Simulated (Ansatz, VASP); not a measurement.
**Fe in VASP and in Ansatz**

POSCAR

```
Fe
1.0
   -1.4430000000      1.4430000000      1.4430000000
    1.4430000000     -1.4430000000      1.4430000000
    1.4430000000      1.4430000000     -1.4430000000
Fe
1
Direct
    0.0000000000      0.0000000000      0.0000000000
```

INCAR.step1

```
PREC = Accurate
ENCUT = 520
EDIFF = 1E-5
ISMEAR = -1
SIGMA = 0.05
LREAL = F
LASPH = T
NELM = 150
ALGO = Normal
ISIF = 2
LWAVE = T
LCHARG = F
ISPIN = 2
MAGMOM = 3
LORBIT = 11
LMAXMIX = 4
NBANDS = 14
GGA = PE
```

INCAR.step2

```
PREC = Accurate
ENCUT = 520
EDIFF = 1E-7
ISMEAR = -1
SIGMA = 0.05
LREAL = F
LASPH = T
NELM = 150
ALGO = Normal
ISIF = 2
LWAVE = F
LCHARG = F
ISPIN = 2
MAGMOM = 3
LORBIT = 11
LMAXMIX = 4
GGA = PS
LHFCALC = T
AEXX = 0.25
HFSCREEN = 0.207
PRECFOCK = Normal
NBANDS = 14
ISTART = 1
```

Contents of KPOINTS:

```
Automatic mesh
0
Gamma
  7 7 7
```

The input input.yaml:

```yaml
crystal:
  lattice:
    - [-1.443, 1.443, 1.443]
    - [1.443, -1.443, 1.443]
    - [1.443, 1.443, -1.443]
  atoms:
    - { symbol: Fe, position: [0.0, 0.0, 0.0], spin: 3.0 }
hamiltonian:
  xc:
    exchange: hjs_pbesol
    correlation: pbesol
    exx: { coeff: 0.25, omega: 0.207 }
  pseudopotentials: { kind: paw }
magnetization:
  spin_polarized: true
kpoints:
  mp_grid: { grid: [7, 7, 7] }
scf:
  occupations: { method: fermi_dirac, width: 0.05 }
output:
  forces: true
  stress: true
  eigenvalues: true
  write_density: true
  write_potential: true
  elf: true
  volumetric_format: npy
```

Alike in both runs: task single point; functional PBEsol-based screened hybrid; k mesh 7 × 7 × 7; occupations fermi-dirac, width 0.05 eV; collinear spin.

|  | VASP | Ansatz |
| --- | --- | --- |
| version | VASP 6.6.1 | Ansatz 0.2.0 |
| potentials or method | VASP PAW PBE potentials, release 64 (Fe) | Ansatz PAW |
| plane-wave cutoff (eV) | 520 | 420 |
| valence electrons in the cell | 8 | 16 |

|  | VASP | Ansatz | Ansatz less VASP |
| --- | --- | --- | --- |
| gap on the k mesh at the Fermi level (eV) | none | none | - |
| pressure (GPa) | -0.7 | -0.9 | -0.28 |
| net moment per atom (μB) | 2.89 | 2.89 | +0.002 |
| size of the moment on the site where the two differ most (μB) | 2.94 | 3.09 | +0.146 |

VASP's potentials were made for PBE, not for PBEsol-based screened hybrid. Site moments also hang on the region over which each program counts them. A gap of «none» marks a metal or a gap that the smearing closes. VASP's potentials hold 8 valence electrons a cell and Ansatz's 16, so a difference there can come from the potentials and not from the codes.

The k mesh is coarse, so the values compare programs but aren't converged. Noted on Ansatz's run: the magnetic or orbital state may not be the lowest.
